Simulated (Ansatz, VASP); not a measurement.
**AlN in VASP and in Ansatz**

INCAR

```
PREC     = Accurate       # precision mode
ENCUT    = 520            # plane-wave cutoff, eV
EDIFF    = 1E-6           # SCF threshold, eV
ISMEAR   = 0              # smearing method
SIGMA    = 0.05           # smearing width, eV
LREAL    = False          # projectors in reciprocal space
LASPH    = True           # aspherical terms in the spheres
NELM     = 100            # most SCF steps
ALGO     = Normal         # electronic algorithm
ISIF     = 2              # what is computed and relaxed
LWAVE    = False          # write WAVECAR
LCHARG   = False          # write CHGCAR
GGA      = PE             # functional
IBRION   = 2              # ionic algorithm
NSW      = 50             # ionic steps
EDIFFG   = -0.01          # ionic threshold
```

KPOINTS

```
regular mesh
0
Gamma
  9 9 6
```

The input POSCAR:

```
AlN
1.0
    3.0360000000      0.0000000000      0.0000000000
   -1.5180000000      2.6292531259      0.0000000000
    0.0000000000      0.0000000000      5.4183000000
Al N
2 2
Direct
    0.3333333333      0.6666666667      0.0017290859
    0.6666666667      0.3333333333      0.5017290859
    0.3333333333      0.6666666667      0.3832709141
    0.6666666667      0.3333333333      0.8832709141
```

Input for Ansatz:

```yaml
crystal:
  lattice:
    - [3.036, 0.0, 0.0]
    - [-1.518, 2.6292531259, 0.0]
    - [0.0, 0.0, 5.4183]
  atoms:
    - { symbol: Al, position: [0.3333333333, 0.6666666667, 0.0017290859] }
    - { symbol: Al, position: [0.6666666667, 0.3333333333, 0.5017290859] }
    - { symbol: "N", position: [0.3333333333, 0.6666666667, 0.3832709141] }
    - { symbol: "N", position: [0.6666666667, 0.3333333333, 0.8832709141] }
basis:
  ecutwfc: 520.0
kpoints:
  mp_grid: { grid: [9, 9, 6] }
hamiltonian:
  xc: pbe
  pseudopotentials: { kind: paw, azcp: { folder: soft_1 } }
scf:
  occupations: { method: gaussian, width: 0.05 }
output:
  forces: true
  stress: true
  eigenvalues: true
relax:
  adjacent_minimum: "off"
  f_tol: 0.01
  max_steps: 30
```

Alike in both runs: task relaxation of the atoms; functional PBE; k mesh 9 × 9 × 6; occupations gaussian, width 0.05 eV; no spin polarisation.

|  | VASP | Ansatz |
| --- | --- | --- |
| version | VASP 6.6.1 | Ansatz 0.2.0 |
| potentials or method | VASP PAW PBE potentials, release 64 (Al, N), cutoff 520 eV | scalar-relativistic, plane waves, PAW |
| valence electrons in the cell | 16 | 16 |

```tsv
	VASP	Ansatz	Ansatz less VASP
gap on the k mesh at the Fermi level, each at its own relaxed structure (eV)	3.40	3.40	-0.003
```

Ansatz's warnings: stress scf threshold loose.
